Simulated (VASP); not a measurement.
Here is a VASP 6.6.1 calculation.

File INCAR:

```
SYSTEM = Al
ALGO     = Normal         ! electronic algorithm
EDIFF    = 1E-6           ! SCF threshold, eV
ENCUT    = 500            ! plane-wave cutoff, eV
GGA      = PS             ! functional
GGA_COMPAT= .FALSE.      
ISIF     = 2              ! what is computed and relaxed
ISMEAR   = 0              ! smearing method
LASPH    = .TRUE.         ! aspherical terms in the spheres
LCHARG   = .FALSE.        ! write CHGCAR
LREAL    = .FALSE.        ! projectors in reciprocal space
LWAVE    = .FALSE.        ! write WAVECAR
NBANDS   = 8              ! bands
NELM     = 120            ! most SCF steps
PREC     = Accurate       ! precision mode
SIGMA    = 0.1            ! smearing width, eV
```

Contents of KPOINTS:

```
k-points
0
G
  18 18 18
  0 0 0
```

The input POSCAR:

```
Al
1.0
    0.0000000000      2.0210953732      2.0210953732
    2.0210953732      0.0000000000      2.0210953732
    2.0210953732      2.0210953732      0.0000000000
Al
1
Direct
    0.0000000000      0.0000000000      0.0000000000
```

Potentials or basis: VASP PAW PBE potentials, release 64 (Al).

Run with:

```console
$ cat potpaw_PBE.64/Al/POTCAR > POTCAR
$ mpirun -np 1 vasp_std > vasp.out
```

Q: Estimate the band gap on the k mesh.

A: Zero (an odd number of electrons rules out a gap without spin polarisation).

Q: Estimate the pressure.

A: -1.5 GPa.

Caveat: the PAW data sets were made with another functional, which shifts forces and pressure a little.
